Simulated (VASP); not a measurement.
A run of VASP 6.6.1:

File INCAR:

```
PREC = Accurate
ENCUT = 520
EDIFF = 1E-6
ISMEAR = -1
SIGMA = 0.05
LREAL = False
LASPH = True
NELM = 80
ALGO = Normal
ISIF = 2
LWAVE = False
LCHARG = True
GGA = RE
LELF = True
LVHAR = True
NBANDS = 14
```

The input KPOINTS:

```
regular mesh
0
Gamma
  12 12 12
```

Contents of POSCAR:

```
HfC
1.0
   -1.6515071957      2.3356584769      1.6515692052
    1.6515071957     -2.3356584769      1.6515692052
    1.6515071957      2.3356584769     -1.6515692052
Hf C
1 1
Direct
    1.0820850665      1.0820850665      0.0000000000
    0.5820815935      0.0820815935      0.5000000000
```

Potentials or basis: VASP PAW PBE potentials, release 64 (Hf_pv, C).

Command:

```bash
$ cat potpaw_PBE.64/Hf_pv/POTCAR potpaw_PBE.64/C/POTCAR > POTCAR
$ mpirun -np 1 vasp_std > vasp.out
```

Hardware: 1 thread of Intel(R) Xeon(R) Platinum 8375C CPU @ 2.90GHz (Ice Lake), with other jobs on the host.

Task: Estimate the wall time of this run.

Result: Run time: 79 s on 1 thread of Intel(R) Xeon(R) Platinum 8375C CPU @ 2.90GHz (Ice Lake), on a shared host, peak memory 0.24 GiB. Counts: scf iterations 12, k points 280.
